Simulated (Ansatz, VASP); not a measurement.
One calculation of InPd, two programs

Contents of INCAR:

```
ALGO = Fast ; EDIFF = 1E-7
ENCUT = 520 ; GGA = PS
ISIF = 2 ; ISMEAR = 0
LASPH = True ; LCHARG = False
LREAL = False ; LWAVE = False
NBANDS = 18 ; NELM = 100
PREC = Accurate ; SIGMA = 0.15
```

The input KPOINTS:

```
k-points
0
Gamma
  14 14 14
```

File POSCAR:

```
InPd
1.0
    3.1708198434      0.0000000000      0.0000000000
    0.0000000000      3.1708198434      0.0000000000
    0.0000000000      0.0000000000      3.3982461783
In Pd
1 1
Direct
    0.0000000000      0.0000000000      0.0000000000
    0.5000000000      0.5000000000      0.5000000000
```

Input for Ansatz:

```yaml
crystal:
  lattice:
    - [3.1708198434, 0.0, 0.0]
    - [0.0, 3.1708198434, 0.0]
    - [0.0, 0.0, 3.3982461783]
  atoms:
    - { symbol: In, position: [0.0, 0.0, 0.0] }
    - { symbol: Pd, position: [0.5, 0.5, 0.5] }
basis:
  ecutwfc: 420
kpoints:
  mp_grid: { grid: [14, 14, 14] }
hamiltonian:
  xc: pbesol
scf:
  occupations: { method: gaussian, width: 0.15 }
output:
  forces: true
  stress: true
  eigenvalues: true
```

Change from the starting cell: mode 4 frozen in at +0.000 Å, strain +e along z and -e/2 along x and y +0.0467.

Alike in both runs: task single point; functional PBEsol; k mesh 14 × 14 × 14; occupations gaussian, width 0.15 eV; no spin polarisation.

|  | VASP | Ansatz |
| --- | --- | --- |
| version | VASP 6.6.1 | Ansatz 0.2.0 |
| potentials or method | VASP PAW PBE potentials, release 64 (In_d, Pd), cutoff 520 eV | scalar-relativistic, plane waves, PAW |
| valence electrons in the cell | 23 | 31 |

VASP gave:

```
gap on the k mesh at the Fermi level (eV)                     : none
pressure (GPa)                                                : 0.5
traceless stress, the component that is largest in VASP (GPa) : -1.32
```

Which values does Ansatz return?

gap on the k mesh at the Fermi level (eV): none; pressure (GPa): 0.3; traceless stress, the component that is largest in VASP (GPa): -1.33.

VASP's potentials were made for PBE, not for PBEsol. A gap of «none» marks a metal or a gap that the smearing closes. The functional is the same, so the differences come from potentials, cutoffs and numerics. VASP's potentials hold 23 valence electrons a cell and Ansatz's 31, so a difference there can come from the potentials and not from the codes.
